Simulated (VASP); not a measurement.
# Ag (Pm-3m) in VASP: single point with LDA

Aim: the single point of Ag with LDA.

Program: VASP 6.6.1. These are calculated values, not measurements. Logs are shortened: lines on timing, memory, paths and dates and some standing lists are left out, and cuts for length are marked.

## Step 1: The cell of the first run

It takes space group Pm-3m (No. 221, cubic). The conventional cell has a = 2.647 Å, b = 2.647 Å, c = 2.647 Å, α = 90.00°, β = 90.00°, γ = 90.00°. Within 3.5 Å of Ag (site symmetry m-3m) lie 6 Ag at 2.65 Å.

## Step 2: Single point, LDA

The input, INCAR:

```
ALGO = Normal
EDIFF = 1E-6
ENCUT = 520
ISIF = 2
ISMEAR = -1
LASPH = True
LCHARG = False
LREAL = False
LWAVE = False
NBANDS = 12
NELM = 60
PREC = Accurate
SIGMA = 0.1
```

The input, KPOINTS:

```
k-points
0
Gamma
  16 16 16
```

The input, POSCAR:

```
Ag
1.0
    2.6468679787      0.0000000000      0.0000000000
    0.0000000000      2.6468679787      0.0000000000
    0.0000000000      0.0000000000      2.6468679787
Ag
1
Direct
    0.0000000000      0.0000000000      0.0000000000
```

Potentials or basis: VASP PAW LDA potentials, release 64 (Ag).

Launch:

```bash
$ cat potpaw_LDA.64/Ag/POTCAR > POTCAR
$ mpirun -np 1 vasp_std > vasp.out
```

OUTCAR:

```text
EDIFF = 1E-6
   ENCUT = 520
   ISIF = 2
   ISMEAR = -1
   LASPH = True
   LREAL = False
   NELM = 60
   PREC = Accurate

 ion  position               nearest neighbor table
   1  0.000  0.000  0.000-

  LATTYP: Found a simple cubic cell.
 ALAT       =     2.6468679787

  Lattice vectors:

 A1 = (   2.6468679787,   0.0000000000,   0.0000000000)
 A2 = (   0.0000000000,   2.6468679787,   0.0000000000)
 A3 = (   0.0000000000,   0.0000000000,   2.6468679787)

Analysis of symmetry for initial positions (statically):
=====================================================================
 Subroutine PRICEL returns:
 Original cell was already a primitive cell.

 Routine SETGRP: Setting up the symmetry group for a
 simple cubic supercell.

 Subroutine GETGRP returns: Found 48 space group operations
 (whereof 48 operations were pure point group operations)
 out of a pool of 48 trial point group operations.

The static configuration has the point symmetry O_h .

Analysis of symmetry for dynamics (positions and initial velocities):
=====================================================================
 Subroutine PRICEL returns:
 Original cell was already a primitive cell.

 Routine SETGRP: Setting up the symmetry group for a
 simple cubic supercell.

 Subroutine GETGRP returns: Found 48 space group operations
 (whereof 48 operations were pure point group operations)
 out of a pool of 48 trial point group operations.

The dynamic configuration has the point symmetry O_h .

 Subroutine INISYM returns: Found 48 space group operations
 (whereof 48 operations are pure point group operations),
 and found     1 'primitive' translations

----------------------------------------------------------------------------------------

                                     Primitive cell

  volume of cell :      18.5437

  direct lattice vectors                    reciprocal lattice vectors
     2.646867979  0.000000000  0.000000000     0.377805016  0.000000000  0.000000000
     0.000000000  2.646867979  0.000000000     0.000000000  0.377805016  0.000000000
     0.000000000  0.000000000  2.646867979     0.000000000  0.000000000  0.377805016

  length of vectors
     2.646867979  2.646867979  2.646867979     0.377805016  0.377805016  0.377805016

  position of ions in fractional coordinates (direct lattice)
     0.000000000  0.000000000  0.000000000

  ion indices of the primitive-cell ions
   primitive index   ion index
                 1           1

----------------------------------------------------------------------------------------

 KPOINTS: k-points

Automatic generation of k-mesh.
 Grid dimensions read from file:
 generate k-points for:   16   16   16

 Generating k-lattice:

  Cartesian coordinates                     Fractional coordinates (reciprocal lattice)
     0.023612814  0.000000000  0.000000000     0.062500000  0.000000000  0.000000000
     0.000000000  0.023612814  0.000000000     0.000000000  0.062500000  0.000000000
     0.000000000  0.000000000  0.023612814     0.000000000  0.000000000  0.062500000

  Length of vectors
     0.023612814  0.023612814  0.023612814

  Shift w.r.t. Gamma in fractional coordinates (k-lattice)
     0.000000000  0.000000000  0.000000000

 Subroutine IBZKPT returns following result:
 ===========================================

 Found    165 irreducible k-points:

 Following reciprocal coordinates:
            Coordinates               Weight
  0.000000  0.000000  0.000000      1.000000
  0.062500  0.000000  0.000000      6.000000
  0.125000  0.000000  0.000000      6.000000
  0.187500  0.000000  0.000000      6.000000
  0.250000  0.000000  0.000000      6.000000
  0.312500  0.000000  0.000000      6.000000
[... 16 lines left out ...]
  0.437500  0.125000  0.000000     24.000000
  0.500000  0.125000  0.000000     12.000000
 [... further k-points ...]
   k-points           NKPTS =    165   k-points in BZ     NKDIM =    165   number of bands    NBANDS=     12
   number of dos      NEDOS =    301   number of ions     NIONS =      1
   total plane-waves  NPLWV =   8000
   dimension x,y,z NGX =    20 NGY =   20 NGZ =   20
   dimension x,y,z NGXF=    40 NGYF=   40 NGZF=   40
   ions per type =               1
   NGX,Y,Z   is equivalent  to a cutoff of  12.56, 12.56, 12.56 a.u.
   NGXF,Y,Z  is equivalent  to a cutoff of  25.12, 25.12, 25.12 a.u.
 SYSTEM =  unknown system
   PREC   = accura    normal or accurate (medium, high low for compatibility)
   ISTART =      0    job   : 0-new  1-cont  2-samecut
   ICHARG =      2    charge: 1-file 2-atom 10-const
   ISPIN  =      1    spin polarized calculation?
   LNONCOLLINEAR =      F non collinear calculations
   LSORBIT =      F    spin-orbit coupling
   LASPH  =      T    aspherical Exc in radial PAW
   ENCUT  =  520.0 eV  38.22 Ry    6.18 a.u.   4.92  4.92  4.92*2*pi/ulx,y,z
   NELM   =     60;   NELMIN=  2; NELMDL= -5     # of ELM steps
   EDIFF  = 0.1E-05   stopping-criterion for ELM
   LREAL  =      F    real-space projection
   EDIFFG = 0.1E-04   stopping-criterion for IOM
   NSW    =      0    number of steps for IOM
   IBRION =     -1    ionic relax: 0-MD 1-quasi-New 2-CG
   NFREE  =      0    steps in history (QN), initial steepest desc. (CG)
   ISIF   =      2    stress and relaxation
   ISYM   =      2    0-nonsym 1-usesym 2-fastsym
   POTIM  = 0.5000    time-step for ionic-motion
   TEBEG  =    0.0;   TEEND  =   0.0 temperature during run
   PSTRESS=    0.0 pullay stress
   NELECT =      11.0000    total number of electrons
   NUPDOWN=      -1.0000    fix difference up-down
   EMIN   =  10.00;   EMAX   =-10.00  energy-range for DOS
   EFERMI =   0.00;   METHOD = LEGACY
   ISMEAR =    -1;   SIGMA  =   0.10  broadening in eV -4-tet -1-fermi 0-gaus
   EFERMI_NEDOS =   21; number of points for ismear=-14 and -15
   IALGO  =     38    algorithm
   IMIX   =      4    mixing-type and parameters
     AMIX     =   0.40;   BMIX     =  1.00
     AMIX_MAG =   1.60;   BMIX_MAG =  1.00
  volume/ion in A,a.u.               =      18.54       125.14
  Fermi-wavevector in a.u.,A,eV,Ry     =   1.375541  2.599395 25.743750  1.892112
  Thomas-Fermi vector in A             =   2.500867
   LORBIT       =      0    0 simple, 1 ext, 2 COOP (PROOUT), +10 PAW based schemes
   GGA     = CA    functional components
   LHFCALC =     F    Hartree Fock is set to
   AEXX    =    0.0000 exact exchange contribution
   IVDW    =     0    specifies the selected vdW correction
   LEPSILON=     F    determine dielectric tensor
   LRPA    =     F    only Hartree local field effects (RPA)
 non-spin polarized calculation
  energy-cutoff  :      520.00
  volume of cell :       18.54
 maximum number of plane-waves:       512
 NGX is ok and might be reduce to    20
   NGX =  9   NGY =  9   NGZ =  9

 number of electron      11.0000001 magnetization

 Free energy of the ion-electron system (eV)
  ---------------------------------------------------
  ext. energy  EPLUGINS =         0.00000000
  ---------------------------------------------------
  free energy    TOTEN  =        -3.37386634 eV

  energy without entropy =       -3.36547534  energy(sigma->0) =       -3.36967084

 E-fermi :   6.9162     XC(G=0): -11.9925

 val. band max:        6.9003442520   @ k =   0.5000   0.1250   0.0000
 cond. band min:       7.0914040784   @ k =   0.5000   0.1250   0.0625
 fundamental gap:      0.1910598263
 Fermi energy:         6.9161701285

 k-point     1 :       0.0000    0.0000    0.0000
  band No.  band energies     occupation
      1      -0.1552      2.00000
      2       0.6845      2.00000
      3       0.6845      2.00000
      4       4.2573      2.00000
      5       4.2573      2.00000
      6       4.2573      2.00000
      7      21.6289      0.00000
      8      21.6289      0.00000
      9      21.6289      0.00000
     10      27.3803      0.00000
     11      27.3803      0.00000
     12      27.9181      0.00000

 k-point     2 :       0.0625    0.0000    0.0000
  band No.  band energies     occupation
      1      -0.0609      2.00000
      2       0.6977      2.00000
      3       0.7527      2.00000
      4       4.2073      2.00000
      5       4.2073      2.00000
      6       4.2614      2.00000
      7      20.7405      0.00000
      8      21.7774      0.00000
      9      21.7774      0.00000
     10      27.2497      0.00000
     11      27.6064      0.00000
     12      28.7041      0.00000

 k-point     3 :       0.1250    0.0000    0.0000
  band No.  band energies     occupation
      1       0.1856      2.00000
      2       0.7354      2.00000
      3       0.9858      2.00000
      4       4.0676      2.00000
      5       4.0676      2.00000
      6       4.2730      2.00000
      7      18.9327      0.00000
      8      22.2100      0.00000
      9      22.2100      0.00000
     10      26.8855      0.00000
     11      27.6318      0.00000
     12      30.8424      0.00000

 k-point     4 :       0.1875    0.0000    0.0000
  band No.  band energies     occupation
      1       0.4816      2.00000
      2       0.7925      2.00000
      3       1.4622      2.00000
      4       3.8656      2.00000
      5       3.8656      2.00000
      6       4.2904      2.00000
      7      16.9393      0.00000
      8      22.8917      0.00000
      9      22.8917      0.00000
     10      26.3622      0.00000
     11      27.5819      0.00000
     12      33.4269      0.00000

 k-point     5 :       0.2500    0.0000    0.0000
  band No.  band energies     occupation
      1       0.7513      2.00000
      2       0.8608      2.00000
      3       2.2175      2.00000
      4       3.6373      2.00000
      5       3.6373      2.00000
      6       4.3110      2.00000
      7      14.9671      0.00000
      8      23.7722      0.00000
      9      23.7722      0.00000
     10      25.7766      0.00000
     11      27.4566      0.00000
     12      34.8986      0.00000
[... 228 lines left out ...]
      1       1.0196      2.00000
      2       1.4078      2.00000
      3       2.6494      2.00000
      4       3.4444      2.00000
      5       3.9479      2.00000
      6       4.1567      2.00000
      7      13.4549      0.00000
      8      21.4028      0.00000
      9      25.3913      0.00000
     10      25.8487      0.00000
     11      28.5383      0.00000
     12      32.8954      0.00000

 k-point    22 :       0.3750    0.1250    0.0000
  band No.  band energies     occupation
      1       1.1077      2.00000
      2       1.5719      2.00000
      3       2.6476      2.00000
      4       3.2684      2.00000
      5       4.1769      2.00000
      6       4.9375      2.00000
      7      11.6569      0.00000
      8      22.2437      0.00000
      9      25.4243      0.00000
     10      26.4913      0.00000
     11      27.4078      0.00000
     12      33.0727      0.00000

 k-point    23 :       0.4375    0.1250    0.0000
  band No.  band energies     occupation
      1       1.1614      2.00000
      2       1.7007      2.00000
      3       2.5534      2.00000
      4       3.1538      2.00000
      5       4.1904      2.00000
      6       6.1371      1.99917
      7      10.0552      0.00000
      8      23.0633      0.00000
      9      25.0564      0.00000
     10      26.4355      0.00000
     11      27.5147      0.00000
     12      31.9057      0.00000

 k-point    24 :       0.5000    0.1250    0.0000
  band No.  band energies     occupation
      1       1.1797      2.00000
      2       1.7515      2.00000
      3       2.5099      2.00000
      4       3.1142      2.00000
      5       4.1952      2.00000
      6       6.9003      1.07896
      7       9.1659      0.00000
      8      23.5264      0.00000
      9      24.8165      0.00000
     10      26.0246      0.00000
     11      28.0231      0.00000
     12      31.3466      0.00000

 [... further k-points ...]

------------------------ aborting loop because EDIFF is reached ----------------------------------------

  FORCE on cell =-STRESS in cart. coord.  units (eV):
  Direction    XX          YY          ZZ          XY          YZ          ZX
  --------------------------------------------------------------------------------------
  -------------------------------------------------------------------------------------
  Total        0.0083494      0.0083494      0.0083494      0.0000000      0.0000000     -0.0000000
  in kB        0.7213888      0.7213888      0.7213888      0.0000000      0.0000000     -0.0000000
  external PRESSURE =       0.7213888 kB  Pullay stress =       0.0000000 kB

 VOLUME and BASIS-vectors are now :
 -----------------------------------------------------------------------------
  energy-cutoff  :      520.00
  volume of cell :       18.54
      direct lattice vectors                 reciprocal lattice vectors
     2.646867979  0.000000000  0.000000000     0.377805016  0.000000000  0.000000000
     0.000000000  2.646867979  0.000000000     0.000000000  0.377805016  0.000000000
     0.000000000  0.000000000  2.646867979     0.000000000  0.000000000  0.377805016

 POSITION                                       TOTAL-FORCE (eV/Angst)
 -----------------------------------------------------------------------------------
      0.00000      0.00000      0.00000         0.000000      0.000000      0.000000
 -----------------------------------------------------------------------------------
    total drift:                                0.000000      0.000000      0.000000

  FREE ENERGIE OF THE ION-ELECTRON SYSTEM (eV)
  ---------------------------------------------------
  free  energy   TOTEN  =        -3.3738663367 eV

  energy  without entropy=       -3.3654753378  energy(sigma->0) =       -3.36967084
```

Wall time 12 s (1 thread of Intel Xeon 6975P-C, shared host); peak memory 0.14 GiB.

Results:

```
Free energy : -3.3739 eV
Pressure    : 0.1 GPa
```

Levels at points of the mesh, in eV from the Fermi level:
```csv
k point,band 3,band 4,band 5,band 6,band 7,band 8
"(0.00, 0.00, 0.00)",-6.23,-2.66,-2.66,-2.66,14.71,14.71
"(0.50, 0.00, 0.00)",-3.83,-3.83,-2.55,-0.79,2.16,17.47
"(0.50, 0.50, 0.00)",-3.62,-3.62,-1.76,3.95,3.95,8.48
"(0.50, 0.50, 0.50)",-5.60,-1.68,-1.68,9.03,9.03,9.03
```
